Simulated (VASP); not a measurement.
# Ca (Fm-3m) in VASP: single point with PBE+D3(BJ)

Aim: the single point of Ca with PBE+D3(BJ).

Program: VASP 6.6.1. These are calculated values, not measurements. Logs are shortened: lines on timing, memory, paths and dates and some standing lists are left out, and cuts for length are marked.

**1. The cell of the first run**

Symmetry: Fm-3m, No. 225, cubic system. The conventional cell has a = 5.588 Å, b = 5.588 Å, c = 5.588 Å, α = 90.00°, β = 90.00°, γ = 90.00°. Ca (site symmetry m-3m) has 12 Ca at 3.95 Å within 5.2 Å.

**2. Single point, PBE+D3(BJ)**

Contents of INCAR:

```
SYSTEM = Ca
PREC     = Accurate       ! precision mode
ENCUT    = 500            ! plane-wave cutoff, eV
EDIFF    = 1E-6           ! SCF threshold, eV
ISMEAR   = 0              ! smearing method
SIGMA    = 0.1            ! smearing width, eV
LREAL    = .FALSE.        ! projectors in reciprocal space
LASPH    = .TRUE.         ! aspherical terms in the spheres
NELM     = 120            ! most SCF steps
ALGO     = Normal         ! electronic algorithm
ISIF     = 2              ! what is computed and relaxed
LWAVE    = .FALSE.        ! write WAVECAR
LCHARG   = .FALSE.        ! write CHGCAR
GGA      = PE             ! functional
IVDW     = 12             ! dispersion correction
NBANDS   = 11             ! bands
GGA_COMPAT= .FALSE.
```

Contents of KPOINTS:

```
Automatic mesh
0
G
  6 6 6
  0 0 0
```

Contents of POSCAR:

```
Ca
1.0
    0.0000000000      2.7942000000      2.7942000000
    2.7942000000      0.0000000000      2.7942000000
    2.7942000000      2.7942000000      0.0000000000
Ca
1
Direct
    0.0000000000      0.0000000000      0.0000000000
```

Potentials or basis: VASP PAW PBE potentials, release 64 (Ca_sv).

Started as:

```console
$ cat potpaw_PBE.64/Ca_sv/POTCAR > POTCAR
$ mpirun -np 1 vasp_std > vasp.out
```

OUTCAR:

```text
SYSTEM = Ca
   PREC = Accurate
   ENCUT = 500
   EDIFF = 1E-6
   ISMEAR = 0
   LREAL = .FALSE.
   LASPH = .TRUE.
   NELM = 120
   ISIF = 2
   GGA = PE
   IVDW = 12
 IVDW          = 12

 ion  position               nearest neighbor table
   1  0.000  0.000  0.000-

  LATTYP: Found a face centered cubic cell.
 ALAT       =     5.5884000000

  Lattice vectors:

 A1 = (   0.0000000000,   2.7942000000,   2.7942000000)
 A2 = (   2.7942000000,   0.0000000000,   2.7942000000)
 A3 = (   2.7942000000,   2.7942000000,   0.0000000000)

Analysis of symmetry for initial positions (statically):
=====================================================================
 Subroutine PRICEL returns:
 Original cell was already a primitive cell.

 Routine SETGRP: Setting up the symmetry group for a
 face centered cubic supercell.

 Subroutine GETGRP returns: Found 48 space group operations
 (whereof 48 operations were pure point group operations)
 out of a pool of 48 trial point group operations.

The static configuration has the point symmetry O_h .

Analysis of symmetry for dynamics (positions and initial velocities):
=====================================================================
 Subroutine PRICEL returns:
 Original cell was already a primitive cell.

 Routine SETGRP: Setting up the symmetry group for a
 face centered cubic supercell.

 Subroutine GETGRP returns: Found 48 space group operations
 (whereof 48 operations were pure point group operations)
 out of a pool of 48 trial point group operations.

The dynamic configuration has the point symmetry O_h .

 Subroutine INISYM returns: Found 48 space group operations
 (whereof 48 operations are pure point group operations),
 and found     1 'primitive' translations

----------------------------------------------------------------------------------------

                                     Primitive cell

  volume of cell :      43.6317

  direct lattice vectors                    reciprocal lattice vectors
     0.000000000  2.794200000  2.794200000    -0.178942094  0.178942094  0.178942094
     2.794200000  0.000000000  2.794200000     0.178942094 -0.178942094  0.178942094
     2.794200000  2.794200000  0.000000000     0.178942094  0.178942094 -0.178942094

  length of vectors
     3.951595536  3.951595536  3.951595536     0.309936799  0.309936799  0.309936799

  position of ions in fractional coordinates (direct lattice)
     0.000000000  0.000000000  0.000000000

  ion indices of the primitive-cell ions
   primitive index   ion index
                 1           1

----------------------------------------------------------------------------------------

 KPOINTS: Automatic mesh

Automatic generation of k-mesh.
 Grid dimensions read from file:
 generate k-points for:    6    6    6

 Generating k-lattice:

  Cartesian coordinates                     Fractional coordinates (reciprocal lattice)
    -0.029823682  0.029823682  0.029823682     0.166666667  0.000000000  0.000000000
     0.029823682 -0.029823682  0.029823682     0.000000000  0.166666667  0.000000000
     0.029823682  0.029823682 -0.029823682     0.000000000  0.000000000  0.166666667

  Length of vectors
     0.051656133  0.051656133  0.051656133

  Shift w.r.t. Gamma in fractional coordinates (k-lattice)
     0.000000000  0.000000000  0.000000000

 Subroutine IBZKPT returns following result:
 ===========================================

 Found     16 irreducible k-points:

 Following reciprocal coordinates:
            Coordinates               Weight
  0.000000  0.000000  0.000000      1.000000
  0.166667  0.000000  0.000000      8.000000
  0.333333  0.000000  0.000000      8.000000
  0.500000  0.000000  0.000000      4.000000
  0.166667  0.166667  0.000000      6.000000
  0.333333  0.166667  0.000000     24.000000
[... 8 lines left out ...]
 -0.333333  0.333333  0.166667     24.000000
 -0.333333  0.500000  0.166667     12.000000
   k-points           NKPTS =     16   k-points in BZ     NKDIM =     16   number of bands    NBANDS=     11
   number of dos      NEDOS =    301   number of ions     NIONS =      1
   total plane-waves  NPLWV =  27000
   dimension x,y,z NGX =    30 NGY =   30 NGZ =   30
   dimension x,y,z NGXF=    60 NGYF=   60 NGZF=   60
   ions per type =               1
   NGX,Y,Z   is equivalent  to a cutoff of  12.62, 12.62, 12.62 a.u.
   NGXF,Y,Z  is equivalent  to a cutoff of  25.24, 25.24, 25.24 a.u.
 SYSTEM =  Ca
   PREC   = accura    normal or accurate (medium, high low for compatibility)
   ISTART =      0    job   : 0-new  1-cont  2-samecut
   ICHARG =      2    charge: 1-file 2-atom 10-const
   ISPIN  =      1    spin polarized calculation?
   LNONCOLLINEAR =      F non collinear calculations
   LSORBIT =      F    spin-orbit coupling
   LASPH  =      T    aspherical Exc in radial PAW
   ENCUT  =  500.0 eV  36.75 Ry    6.06 a.u.   7.20  7.20  7.20*2*pi/ulx,y,z
   NELM   =    120;   NELMIN=  2; NELMDL= -5     # of ELM steps
   EDIFF  = 0.1E-05   stopping-criterion for ELM
   LREAL  =      F    real-space projection
   EDIFFG = 0.1E-04   stopping-criterion for IOM
   NSW    =      0    number of steps for IOM
   IBRION =     -1    ionic relax: 0-MD 1-quasi-New 2-CG
   NFREE  =      0    steps in history (QN), initial steepest desc. (CG)
   ISIF   =      2    stress and relaxation
   ISYM   =      2    0-nonsym 1-usesym 2-fastsym
   POTIM  = 0.5000    time-step for ionic-motion
   TEBEG  =    0.0;   TEEND  =   0.0 temperature during run
   PSTRESS=    0.0 pullay stress
   NELECT =      10.0000    total number of electrons
   NUPDOWN=      -1.0000    fix difference up-down
   EMIN   =  10.00;   EMAX   =-10.00  energy-range for DOS
   EFERMI =   0.00;   METHOD = LEGACY
   ISMEAR =     0;   SIGMA  =   0.10  broadening in eV -4-tet -1-fermi 0-gaus
   EFERMI_NEDOS =   21; number of points for ismear=-14 and -15
   IALGO  =     38    algorithm
   IMIX   =      4    mixing-type and parameters
     AMIX     =   0.40;   BMIX     =  1.00
     AMIX_MAG =   1.60;   BMIX_MAG =  1.00
  volume/ion in A,a.u.               =      43.63       294.44
  Fermi-wavevector in a.u.,A,eV,Ry     =   1.001861  1.893242 13.656506  1.003725
  Thomas-Fermi vector in A             =   2.134310
   LORBIT       =      0    0 simple, 1 ext, 2 COOP (PROOUT), +10 PAW based schemes
   GGA     = PE    functional components
   LHFCALC =     F    Hartree Fock is set to
   AEXX    =    0.0000 exact exchange contribution
   IVDW    =    12    specifies the selected vdW correction
   LEPSILON=     F    determine dielectric tensor
   LRPA    =     F    only Hartree local field effects (RPA)
 non-spin polarized calculation
 Gauss-broadening in eV      SIGMA  =   0.10
  energy-cutoff  :      500.00
  volume of cell :       43.63
 maximum number of plane-waves:      1125
 NGX is ok and might be reduce to    30
   NGX = 15   NGY = 15   NGZ = 15

 number of electron      10.0000000 magnetization

 number of electron       9.9999997 magnetization

 Free energy of the ion-electron system (eV)
  ---------------------------------------------------
  ext. energy  EPLUGINS =         0.00000000
  ---------------------------------------------------
  free energy    TOTEN  =        -1.90685794 eV

  energy without entropy =       -1.89172112  energy(sigma->0) =       -1.89928953

 E-fermi :   1.8771     XC(G=0):  -7.6315

 val. band max:        1.8418844056   @ k =  -0.3333   0.3333   0.1667
 cond. band min:       1.9296840921   @ k =  -0.3333   0.3333   0.1667
 fundamental gap:      0.0877996865
 Fermi energy:         1.8771414598

 k-point     1 :       0.0000    0.0000    0.0000
  band No.  band energies     occupation
      1     -40.2529      2.00000
      2     -21.1748      2.00000
      3     -21.1748      2.00000
      4     -21.1748      2.00000
      5      -2.1336      2.00000
      6       4.1285      0.00000
      7       4.1285      0.00000
      8       4.1285      0.00000
      9       5.1564      0.00000
     10       5.1564      0.00000
     11      10.8058      0.00000

 k-point     2 :       0.1667    0.0000    0.0000
  band No.  band energies     occupation
      1     -40.2500      2.00000
      2     -21.2058      2.00000
      3     -21.1792      2.00000
      4     -21.1792      2.00000
      5      -1.6789      2.00000
      6       3.6800      0.00000
      7       4.2565      0.00000
      8       4.2565      0.00000
      9       5.0712      0.00000
     10       5.0712      0.00000
     11      10.3067      0.00000

 k-point     3 :       0.3333    0.0000    0.0000
  band No.  band energies     occupation
      1     -40.2442      2.00000
      2     -21.2668      2.00000
      3     -21.1877      2.00000
      4     -21.1877      2.00000
      5      -0.4430      2.00000
      6       2.7077      0.00000
      7       4.1569      0.00000
      8       4.1569      0.00000
      9       5.4308      0.00000
     10       5.4308      0.00000
     11       7.8910      0.00000

 k-point     4 :       0.5000    0.0000    0.0000
  band No.  band energies     occupation
      1     -40.2413      2.00000
      2     -21.2969      2.00000
      3     -21.1920      2.00000
      4     -21.1920      2.00000
      5       0.8601      2.00000
      6       1.6484      1.99878
      7       4.0180      0.00000
      8       4.0180      0.00000
      9       5.8160      0.00000
     10       5.8160      0.00000
     11       6.8527      0.00000
[... 127 lines left out ...]
 k-point    14 :       0.5000    0.3333    0.1667
  band No.  band energies     occupation
      1     -40.2404      2.00000
      2     -21.2658      2.00000
      3     -21.2246      2.00000
      4     -21.2025      2.00000
      5       0.5438      2.00000
      6       2.6952      0.00000
      7       3.1714      0.00000
      8       4.7175      0.00000
      9       5.2429      0.00000
     10       6.0562      0.00000
     11       7.8410      0.00000

 k-point    15 :      -0.3333    0.3333    0.1667
  band No.  band energies     occupation
      1     -40.2385      2.00000
      2     -21.2697      2.00000
      3     -21.2393      2.00000
      4     -21.2094      2.00000
      5       1.8419      1.38195
      6       1.9297      0.45744
      7       2.9625      0.00000
      8       4.5324      0.00000
      9       5.6388      0.00000
     10       6.4707      0.00000
     11       6.5386      0.00000

 k-point    16 :      -0.3333    0.5000    0.1667
  band No.  band energies     occupation
      1     -40.2375      2.00000
      2     -21.2726      2.00000
      3     -21.2374      2.00000
      4     -21.2206      2.00000
      5       1.8417      1.38335
      6       2.4566      0.00000
      7       2.6054      0.00000
      8       4.7205      0.00000
      9       5.9926      0.00000
     10       6.4550      0.00000
     11       6.9228      0.00000

------------------------ aborting loop because EDIFF is reached ----------------------------------------

 Edisp (eV)   -0.22242

 E8    (eV) :    -0.1124

  FORCE on cell =-STRESS in cart. coord.  units (eV):
  Direction    XX          YY          ZZ          XY          YZ          ZX
  --------------------------------------------------------------------------------------
  -------------------------------------------------------------------------------------
  Total      -0.39017    -0.39017    -0.39017     0.00000     0.00000    -0.00000
  in kB     -14.32709   -14.32709   -14.32709     0.00000     0.00000    -0.00000
  external pressure =      -14.33 kB  Pullay stress =        0.00 kB

 VOLUME and BASIS-vectors are now :
 -----------------------------------------------------------------------------
  energy-cutoff  :      500.00
  volume of cell :       43.63
      direct lattice vectors                 reciprocal lattice vectors
     0.000000000  2.794200000  2.794200000    -0.178942094  0.178942094  0.178942094
     2.794200000  0.000000000  2.794200000     0.178942094 -0.178942094  0.178942094
     2.794200000  2.794200000  0.000000000     0.178942094  0.178942094 -0.178942094

 POSITION                                       TOTAL-FORCE (eV/Angst)
 -----------------------------------------------------------------------------------
      0.00000      0.00000      0.00000         0.000000      0.000000      0.000000
 -----------------------------------------------------------------------------------
    total drift:                               -0.000000     -0.000000      0.000000

  FREE ENERGIE OF THE ION-ELECTRON SYSTEM (eV)
  ---------------------------------------------------
  free  energy   TOTEN  =        -2.1292814848 eV

  energy  without entropy=       -2.1141446712  energy(sigma->0) =       -2.12171308
```

Wall time 18 s (1 thread of Intel Xeon 8259CL, shared host); peak memory 0.17 GiB.

Results:

| Quantity | Value |
| --- | --- |
| Free energy | -2.1293 eV |
| Pressure | -1.4 GPa |
| Band gap on the k mesh | zero (band 5 reaches 1.84 eV, above the bottom of band 6 at 1.65 eV) |
| Dispersion energy per atom | -0.222 eV |

Caveat: pairwise dispersion overbinds metals, which lowers pressure and volume.
